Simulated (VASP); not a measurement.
Crystal: SiS2.

```xyz
6
Lattice="-2.8747 4.9105 2.7744 2.8747 -4.9105 2.7744 2.8747 4.9105 -2.7744" Properties=species:S:1:pos:R:3 pbc="T T T"
Si    0.0000    0.0000    4.1615
Si    0.0000    0.0000    1.3872
S     1.7166    3.7785    2.7744
S     1.1581    1.1319    0.0000
S     1.7166    6.0424    0.0000
S     1.1581   -1.1319    2.7744
```

| Property | Result |
| --- | --- |
| Program | VASP 6.6.1 |
| Task | relaxation of cell and atoms |
| Functional | PBE |
| Potentials or basis | VASP PAW PBE potentials, release 64 (Si, S) |
| Cutoff | 500 eV |
| k mesh | 6 × 6 × 6 |
| Occupations | gaussian, width 0.02 eV |
| Spin | no spin polarisation |

At the start: pressure 1.7 GPa; volume 26.11 Å³/atom.

**Question.** How do energy, volume and symmetry change on relaxing?

**Answer.** Over 24 steps the energy falls by 11.7 meV/atom and the volume is 31.39 Å³/atom (+20.2 %); space group Ibam (No. 72, to 0.05 Å).

The path:
```csv
step,energy change (eV),largest force (eV/Å),pressure (GPa),volume (Å³)
1,0.0000,0.2807,1.74,156.65
2,0.0100,0.6017,-1.62,163.18
3,-0.0185,0.1281,0.17,159.50
4,-0.0225,0.1211,0.15,160.41
5,-0.0332,0.0988,0.13,163.13
6,-0.0495,0.0471,0.13,168.64
7,-0.0654,0.0895,0.29,179.95
8,-0.0594,0.3010,-0.85,185.00
9,-0.0671,0.0367,-0.08,181.54
10,-0.0679,0.0611,-0.05,182.56
11,-0.0679,0.0619,-0.05,182.59
12,-0.0677,0.0643,0.33,182.76
13,-0.0682,0.0043,0.13,182.67
14,-0.0689,0.0112,0.09,183.70
15,-0.0690,0.0198,0.07,184.29
16,-0.0691,0.0540,-0.16,185.61
17,-0.0692,0.0261,-0.07,185.11
18,-0.0696,0.0270,-0.04,185.56
19,-0.0698,0.0278,0.00,186.15
20,-0.0698,0.0282,0.01,186.31
21,-0.0700,0.0033,0.07,186.66
22,-0.0700,0.0136,0.11,186.88
23,-0.0702,0.0092,0.08,187.24
24,-0.0704,0.0041,-0.01,188.31
```

Final structure:
```
Si S
1.0
    -3.10347    5.42698    2.79519
     3.10347   -5.42698    2.79519
     3.10347    5.42698   -2.79519
Si S
2 4
Cartesian
  3.1035 5.4270 1.3976
  3.1035 5.4270 -1.3976
  1.9494 4.2756 2.7952
  1.1540 1.1514 0.0000
  1.9494 6.5784 0.0000
  1.1540 -1.1514 2.7952
```

Caveat: the volume moved by over 15 % at a fixed basis, so the end points are rough.
